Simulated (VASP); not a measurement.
Runs of VASP 6.6.1 on Ga3AsP2. The structure is that of space group P3m1 (No. 156), or close to it. The cells are those of the table. 

| task | cell | k mesh | cutoff (eV) | smearing | gap on the mesh (eV) | pressure (GPa) | largest force (eV/Å) |
| --- | --- | --- | --- | --- | --- | --- | --- |
| relaxation of cell and atoms | relaxed from a = 3.834, b = 3.834, c = 9.392 Å, angles 90.0, 90.0, 120.0°, 6 atoms | 6 × 6 × 2 | 600 | gaussian 0.1 eV | 0.93 | 0.0 | 0.03 |
| single point | a = 3.950, b = 3.950, c = 9.663 Å, angles 90.0, 90.0, 120.0°, 6 atoms | 6 × 6 × 2 | 520 | gaussian 0.1 eV | 0.95 | 0.1 | 0.02 |
| single point | a = 3.834, b = 3.834, c = 9.392 Å, angles 90.0, 90.0, 120.0°, 6 atoms | 6 × 6 × 2 | 520 | gaussian 0.1 eV | 1.46 | (a) | (b) |
| single point | a = 3.948, b = 3.948, c = 9.677 Å, angles 90.0, 90.0, 120.0°, 6 atoms | 12 × 12 × 4 | 520 | gaussian 0.02 eV | 0.94 | 0.1 | 0.02 |

Alike in all rows: level PBE; potentials or basis VASP PAW PBE potentials, release 64 (Ga_d, P, As); no spin polarisation.

Task: Fill in the values left out.

Result: (a) 7.9; (b) 0.81.

A k mesh can miss the band edges, and the runs leave out spin-orbit coupling on As, Ga.
